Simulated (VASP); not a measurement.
A run of VASP 6.6.1:

File POSCAR:

```
SiC
1.0
    3.0753564100      0.0000000000      0.0000000000
   -1.5376782050      2.7184678480      0.0000000000
    0.0000000000      0.0000000000      5.0481087359
Si C
2 2
Direct
    0.3334038428      0.6668076856      0.4991215363
    0.6665961572      0.3331923144      0.9991215363
    0.3348616427      0.6697232855      0.8758784637
    0.6651383573      0.3302767145      0.3758784637
```

The input INCAR.step1:

```
SYSTEM = SiC
PREC = Accurate
ENCUT = 520
ISMEAR = 0
SIGMA = 0.01
LREAL = .False.
LASPH = .True.
NELM = 60
NBANDS = 16
GGA = PE
ALGO = Normal
EDIFF = 1E-4
LWAVE = .True.
LCHARG = .False.
```

The input INCAR.step2:

```
SYSTEM = SiC
PREC = Accurate
ENCUT = 520
EDIFF = 1E-6
ISMEAR = 0
SIGMA = 0.01
LREAL = .False.
LASPH = .True.
NELM = 60
ALGO = Normal
ISIF = 2
LWAVE = .False.
LCHARG = .True.
METAGGA = R2SCAN
LMIXTAU = .True.
LELF = .True.
LVHAR = .True.
NBANDS = 16
ISTART = 1
```

The input KPOINTS:

```
regular mesh
0
Gamma
  12 12 6
  0 0 0
```

Potentials or basis: VASP PAW PBE potentials, release 64 (Si, C).

Launch:

```bash
$ cat potpaw_PBE.64/Si/POTCAR potpaw_PBE.64/C/POTCAR > POTCAR
$ cp INCAR.step1 INCAR
$ mpirun -np 1 vasp_std > vasp.out
$ cp INCAR.step2 INCAR
$ mpirun -np 1 vasp_std > vasp.out
```

Hardware: 1 thread of Intel Xeon 8259CL, with other jobs on the host.

**Question.** How long does it take, and how much memory?

**Answer.** It took 5.8 min on 1 thread of Intel Xeon 8259CL (shared host), peak memory 0.23 GiB. Counts: k points 172.
